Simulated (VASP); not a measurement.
# Al2O3 (Corundum) (R-3c) in VASP: further runs

Al2O3 (Corundum) is run at these levels: PBE+D3(BJ); tasks: single point, relaxation of cell and atoms.

All numbers are computed with VASP 6.6.1; they aren't measurements. Logs are shortened: lines on timing, memory, paths and dates and some standing lists are left out, and cuts for length are marked.

**The experiment to reproduce.**

“Multi-petahertz electron interference in Cr:Al2O3 solid-state material”, 2018, pmc:5906618 quotes, for a bulk crystal of Al2O3: band gap 8.7 eV (optical).

How close the calculation comes is told below.

## 1. The cell of the first run

It takes space group R-3c (No. 167, trigonal). Conventional cell: a = 4.760 Å, b = 4.760 Å, c = 12.996 Å, α = 90.00°, β = 90.00°, γ = 120.00°. Within 2.5 Å of Al (site symmetry 3) lie 6 O at 1.85 to 1.97 Å. Within 2.5 Å of O (site symmetry 2) lie 4 Al at 1.85 to 1.97 Å.

## 2. Single point, PBE+D3(BJ)

INCAR

```
SYSTEM = Al2O3
PREC     = Accurate       ! precision mode
ENCUT    = 520            ! plane-wave cutoff, eV
EDIFF    = 1E-7           ! SCF threshold, eV
ISMEAR   = 0              ! smearing method
SIGMA    = 0.1            ! smearing width, eV
LREAL    = .FALSE.        ! projectors in reciprocal space
LASPH    = .TRUE.         ! aspherical terms in the spheres
NELM     = 100            ! most SCF steps
ALGO     = Normal         ! electronic algorithm
ISIF     = 2              ! what is computed and relaxed
LWAVE    = .FALSE.        ! write WAVECAR
LCHARG   = .FALSE.        ! write CHGCAR
GGA      = PE             ! functional
IVDW     = 12             ! dispersion correction
NBANDS   = 35             ! bands
```

KPOINTS

```
regular mesh
0
G
  6 6 6
  0 0 0
```

POSCAR

```
Al2O3
1.0
    2.3802500000      1.3742379782      4.3318666667
   -2.3802500000      1.3742379782      4.3318666667
    0.0000000000     -2.7484759565      4.3318666667
Al O
4 6
Direct
    0.3521600000      0.3521600000      0.3521600000
    0.1478400000      0.1478400000      0.1478400000
    0.6478400000      0.6478400000      0.6478400000
    0.8521600000      0.8521600000      0.8521600000
    0.5566800000      0.9433200000      0.2500000000
    0.2500000000      0.5566800000      0.9433200000
    0.9433200000      0.2500000000      0.5566800000
    0.4433200000      0.0566800000      0.7500000000
    0.7500000000      0.4433200000      0.0566800000
    0.0566800000      0.7500000000      0.4433200000
```

Potentials or basis: VASP PAW PBE potentials, release 64 (Al, O).

Run with:

```bash
$ cat potpaw_PBE.64/Al/POTCAR potpaw_PBE.64/O/POTCAR > POTCAR
$ mpirun -np 1 vasp_std > vasp.out
```

OUTCAR:

```text
SYSTEM = Al2O3
   PREC = Accurate
   ENCUT = 520
   EDIFF = 1E-7
   ISMEAR = 0
   LREAL = .FALSE.
   LASPH = .TRUE.
   NELM = 100
   ISIF = 2
   GGA = PE
   IVDW = 12
 IVDW          = 12

 ion  position               nearest neighbor table
   1  0.352  0.352  0.352-   9 1.85  10 1.85   8 1.85   7 1.97   5 1.97   6 1.97   2 2.66   3 2.79
                             3 2.79   3 2.79   2 3.22   2 3.22   2 3.22
   2  0.148  0.148  0.148-  10 1.85   9 1.85   8 1.85   6 1.97   5 1.97   7 1.97   1 2.66   4 2.79
                             4 2.79   4 2.79   1 3.22   1 3.22   1 3.22
   3  0.648  0.648  0.648-   6 1.85   7 1.85   5 1.85  10 1.97   8 1.97   9 1.97   4 2.66   1 2.79
                             1 2.79   1 2.79   4 3.22   4 3.22   4 3.22
   4  0.852  0.852  0.852-   7 1.85   6 1.85   5 1.85   9 1.97   8 1.97  10 1.97   3 2.66   2 2.79
                             2 2.79   2 2.79   3 3.22   3 3.22   3 3.22
   5  0.557  0.943  0.250-   3 1.85   4 1.85   1 1.97   2 1.97
   6  0.250  0.557  0.943-   3 1.85   4 1.85   2 1.97   1 1.97
   7  0.943  0.250  0.557-   4 1.85   3 1.85   1 1.97   2 1.97
   8  0.443  0.057  0.750-   1 1.85   2 1.85   3 1.97   4 1.97
   9  0.750  0.443  0.057-   1 1.85   2 1.85   4 1.97   3 1.97
  10  0.057  0.750  0.443-   2 1.85   1 1.85   3 1.97   4 1.97

  LATTYP: Found a trigonal (rhomboedric) cell.
 ALAT       =     5.1302230849
 COS(alpha) =     0.5694707703

  Lattice vectors:

 A1 = (   2.3802500000,   1.3742379782,   4.3318666667)
 A2 = (  -2.3802500000,   1.3742379782,   4.3318666667)
 A3 = (   0.0000000000,  -2.7484759565,   4.3318666667)

Analysis of symmetry for initial positions (statically):
=====================================================================
 Subroutine PRICEL returns:
 Original cell was already a primitive cell.

 Routine SETGRP: Setting up the symmetry group for a
 trigonal (rhombohedral) supercell.

 Subroutine GETGRP returns: Found 12 space group operations
 (whereof  6 operations were pure point group operations)
 out of a pool of 12 trial point group operations.

The static configuration has the point symmetry S_6 .
 The point group associated with its full space group is D_3d.

Analysis of symmetry for dynamics (positions and initial velocities):
=====================================================================
 Subroutine PRICEL returns:
 Original cell was already a primitive cell.

 Routine SETGRP: Setting up the symmetry group for a
 trigonal (rhombohedral) supercell.

 Subroutine GETGRP returns: Found 12 space group operations
 (whereof  6 operations were pure point group operations)
 out of a pool of 12 trial point group operations.

The dynamic configuration has the point symmetry S_6 .
 The point group associated with its full space group is D_3d.

 Subroutine INISYM returns: Found 12 space group operations
 (whereof  6 operations are pure point group operations),
 and found     1 'primitive' translations

----------------------------------------------------------------------------------------

                                     Primitive cell

  volume of cell :      85.0180

  direct lattice vectors                    reciprocal lattice vectors
     2.380250000  1.374237978  4.331866667     0.210061968  0.121279334  0.076949121
    -2.380250000  1.374237978  4.331866667    -0.210061968  0.121279334  0.076949121
     0.000000000 -2.748475957  4.331866667     0.000000000 -0.242558668  0.076949121

  length of vectors
     5.130223085  5.130223085  5.130223085     0.254471756  0.254471756  0.254471756

  position of ions in fractional coordinates (direct lattice)
     0.352160000  0.352160000  0.352160000
     0.147840000  0.147840000  0.147840000
     0.647840000  0.647840000  0.647840000
     0.852160000  0.852160000  0.852160000
     0.556680000  0.943320000  0.250000000
     0.250000000  0.556680000  0.943320000
     0.943320000  0.250000000  0.556680000
     0.443320000  0.056680000  0.750000000
     0.750000000  0.443320000  0.056680000
     0.056680000  0.750000000  0.443320000

  ion indices of the primitive-cell ions
   primitive index   ion index
                 1           1
                 2           2
                 3           3
                 4           4
                 5           5
                 6           6
                 7           7
                 8           8
                 9           9
                10          10

----------------------------------------------------------------------------------------

 KPOINTS: regular mesh

Automatic generation of k-mesh.
 Grid dimensions read from file:
 generate k-points for:    6    6    6

 Generating k-lattice:

  Cartesian coordinates                     Fractional coordinates (reciprocal lattice)
     0.035010328  0.020213222  0.012824854     0.166666667  0.000000000 -0.000000000
    -0.035010328  0.020213222  0.012824854     0.000000000  0.166666667 -0.000000000
     0.000000000 -0.040426445  0.012824854     0.000000000  0.000000000  0.166666667

  Length of vectors
     0.042411959  0.042411959  0.042411959

  Shift w.r.t. Gamma in fractional coordinates (k-lattice)
     0.000000000  0.000000000  0.000000000

 Subroutine IBZKPT returns following result:
 ===========================================

 Found     32 irreducible k-points:

 Following reciprocal coordinates:
            Coordinates               Weight
  0.000000  0.000000  0.000000      1.000000
  0.166667  0.000000  0.000000      6.000000
  0.333333 -0.000000 -0.000000      6.000000
  0.500000 -0.000000 -0.000000      3.000000
  0.166667  0.166667  0.000000      6.000000
  0.333333  0.166667 -0.000000     12.000000
[... 16 lines left out ...]
  0.500000  0.500000  0.166667      6.000000
 -0.333333  0.500000  0.166667     12.000000
 [... further k-points ...]
   k-points           NKPTS =     32   k-points in BZ     NKDIM =     32   number of bands    NBANDS=     35
   number of dos      NEDOS =    301   number of ions     NIONS =     10
   total plane-waves  NPLWV =  64000
   dimension x,y,z NGX =    40 NGY =   40 NGZ =   40
   dimension x,y,z NGXF=    80 NGYF=   80 NGZF=   80
   ions per type =               4   6
   NGX,Y,Z   is equivalent  to a cutoff of  12.96, 12.96, 12.96 a.u.
   NGXF,Y,Z  is equivalent  to a cutoff of  25.92, 25.92, 25.92 a.u.
 SYSTEM =  Al2O3
   PREC   = accura    normal or accurate (medium, high low for compatibility)
   ISTART =      0    job   : 0-new  1-cont  2-samecut
   ICHARG =      2    charge: 1-file 2-atom 10-const
   ISPIN  =      1    spin polarized calculation?
   LNONCOLLINEAR =      F non collinear calculations
   LSORBIT =      F    spin-orbit coupling
   LASPH  =      T    aspherical Exc in radial PAW
   ENCUT  =  520.0 eV  38.22 Ry    6.18 a.u.   9.54  9.54  9.54*2*pi/ulx,y,z
   NELM   =    100;   NELMIN=  2; NELMDL= -5     # of ELM steps
   EDIFF  = 0.1E-06   stopping-criterion for ELM
   LREAL  =      F    real-space projection
   EDIFFG = 0.1E-05   stopping-criterion for IOM
   NSW    =      0    number of steps for IOM
   IBRION =     -1    ionic relax: 0-MD 1-quasi-New 2-CG
   NFREE  =      0    steps in history (QN), initial steepest desc. (CG)
   ISIF   =      2    stress and relaxation
   ISYM   =      2    0-nonsym 1-usesym 2-fastsym
   POTIM  = 0.5000    time-step for ionic-motion
   TEBEG  =    0.0;   TEEND  =   0.0 temperature during run
   PSTRESS=    0.0 pullay stress
   NELECT =      48.0000    total number of electrons
   NUPDOWN=      -1.0000    fix difference up-down
   EMIN   =  10.00;   EMAX   =-10.00  energy-range for DOS
   EFERMI =   0.00;   METHOD = LEGACY
   ISMEAR =     0;   SIGMA  =   0.10  broadening in eV -4-tet -1-fermi 0-gaus
   EFERMI_NEDOS =   21; number of points for ismear=-14 and -15
   IALGO  =     38    algorithm
   IMIX   =      4    mixing-type and parameters
     AMIX     =   0.40;   BMIX     =  1.00
     AMIX_MAG =   1.60;   BMIX_MAG =  1.00
  volume/ion in A,a.u.               =       8.50        57.37
  Fermi-wavevector in a.u.,A,eV,Ry     =   1.353064  2.556920 24.909299  1.830782
  Thomas-Fermi vector in A             =   2.480350
   LORBIT       =      0    0 simple, 1 ext, 2 COOP (PROOUT), +10 PAW based schemes
   GGA     = PE    functional components
   LHFCALC =     F    Hartree Fock is set to
   AEXX    =    0.0000 exact exchange contribution
   IVDW    =    12    specifies the selected vdW correction
   LEPSILON=     F    determine dielectric tensor
   LRPA    =     F    only Hartree local field effects (RPA)
 non-spin polarized calculation
 Gauss-broadening in eV      SIGMA  =   0.10
  energy-cutoff  :      520.00
  volume of cell :       85.02
 maximum number of plane-waves:      2308
 NGX is ok and might be reduce to    40
   NGX = 19   NGY = 19   NGZ = 19

 number of electron      48.0000013 magnetization

 Free energy of the ion-electron system (eV)
  ---------------------------------------------------
  ext. energy  EPLUGINS =         0.00000000
  ---------------------------------------------------
  free energy    TOTEN  =       -74.75234820 eV

  energy without entropy =      -74.75234820  energy(sigma->0) =      -74.75234820

 E-fermi :   6.5785     XC(G=0): -11.6856

 val. band max:        6.1427389569   @ k =   0.0000   0.0000   0.0000
 cond. band min:      12.3579576508   @ k =   0.0000   0.0000   0.0000
 fundamental gap:      6.2152186939
 Fermi energy:         6.5785381398

 k-point     1 :       0.0000    0.0000    0.0000
  band No.  band energies     occupation
      1     -13.1027      2.00000
      2     -10.7684      2.00000
      3     -10.4900      2.00000
      4     -10.4900      2.00000
      5     -10.1754      2.00000
      6     -10.1754      2.00000
[... 27 lines left out ...]
     34      19.6816      0.00000
     35      20.7781      0.00000
[... 843 lines left out ...]
      5     -10.3615      2.00000
      6     -10.1538      2.00000
[... 27 lines left out ...]
     34      19.5645      0.00000
     35      19.7136      0.00000

 [... further k-points ...]

------------------------ aborting loop because EDIFF is reached ----------------------------------------

 Edisp (eV)   -2.36741

 E8    (eV) :    -0.8940

  FORCE on cell =-STRESS in cart. coord.  units (eV):
  Direction    XX          YY          ZZ          XY          YZ          ZX
  --------------------------------------------------------------------------------------
  -------------------------------------------------------------------------------------
  Total       1.50151     1.50151     1.18717     0.00000    -0.00000     0.00000
  in kB      28.29613    28.29613    22.37243     0.00000    -0.00000     0.00000
  external pressure =       26.32 kB  Pullay stress =        0.00 kB

 VOLUME and BASIS-vectors are now :
 -----------------------------------------------------------------------------
  energy-cutoff  :      520.00
  volume of cell :       85.02
      direct lattice vectors                 reciprocal lattice vectors
     2.380250000  1.374237978  4.331866667     0.210061968  0.121279334  0.076949121
    -2.380250000  1.374237978  4.331866667    -0.210061968  0.121279334  0.076949121
     0.000000000 -2.748475957  4.331866667     0.000000000 -0.242558668  0.076949121

 POSITION                                       TOTAL-FORCE (eV/Angst)
 -----------------------------------------------------------------------------------
      0.00000     -0.00000      4.57653        -0.000000      0.000000     -0.028518
      0.00000     -0.00000      1.92127        -0.000000     -0.000000      0.028518
      0.00000     -0.00000      8.41907        -0.000000     -0.000000      0.028518
      0.00000     -0.00000     11.07433        -0.000000      0.000000     -0.028518
     -0.92030      1.37424      7.58077        -0.020531     -0.000000      0.000000
     -0.72998     -1.48412      7.58077         0.010265     -0.017780     -0.000000
      1.65027      0.10988      7.58077         0.010265      0.017780     -0.000000
      0.92030     -1.37424      5.41483         0.020531     -0.000000     -0.000000
      0.72998      1.48412      5.41483        -0.010265      0.017780     -0.000000
     -1.65027     -0.10988      5.41483        -0.010265     -0.017780     -0.000000
 -----------------------------------------------------------------------------------
    total drift:                               -0.000000      0.000000     -0.000000

  FREE ENERGIE OF THE ION-ELECTRON SYSTEM (eV)
  ---------------------------------------------------
  free  energy   TOTEN  =       -77.1197589536 eV

  energy  without entropy=      -77.1197589536  energy(sigma->0) =      -77.11975895
```

It took 83 s on 1 thread of Intel Xeon Platinum 8488C (Sapphire Rapids), shared host; peak memory 0.27 GiB.

Results:

| Property | Result |
| --- | --- |
| Free energy | -77.1198 eV |
| Pressure | 2.6 GPa |
| Largest force | 0.029 eV/Å |
| Band gap on the k mesh | 6.22 eV, direct |
| Dispersion energy per atom | -0.237 eV |

Forces in eV/Å, atoms in the order of the input:
```
Al   0.000  0.000 -0.029
Al   0.000  0.000  0.029
Al   0.000  0.000  0.029
Al   0.000  0.000 -0.029
O   -0.021  0.000  0.000
O    0.010 -0.018  0.000
O    0.010  0.018  0.000
O    0.021  0.000  0.000
O   -0.010  0.018  0.000
O   -0.010 -0.018  0.000
```

Stress tensor (GPa, compression positive):
```
2.83 0.00 0.00
0.00 2.83 0.00
0.00 0.00 2.24
```

Levels at points of the mesh, in eV from the valence-band top:
```
           k point  band 20  band 21  band 22  band 23  band 24  band 25  band 26  band 27  band 28  band 29
(0.00, 0.00, 0.00)    -0.50    -0.50    -0.04    -0.04     0.00     6.22     9.14    10.73    11.52    11.52
(0.50, 0.00, 0.00)    -1.33    -0.91    -0.91    -0.27    -0.27     9.47     9.47     9.63     9.63    11.79
(0.50, 0.50, 0.00)    -1.30    -1.03    -0.92    -0.74    -0.26     9.64     9.72     9.93    10.40    11.13
(0.50, 0.50, 0.50)    -2.00    -0.38    -0.38    -0.38    -0.38     8.67     8.67    11.08    11.08    12.48
```

(Part 1 of 2 ends here.)
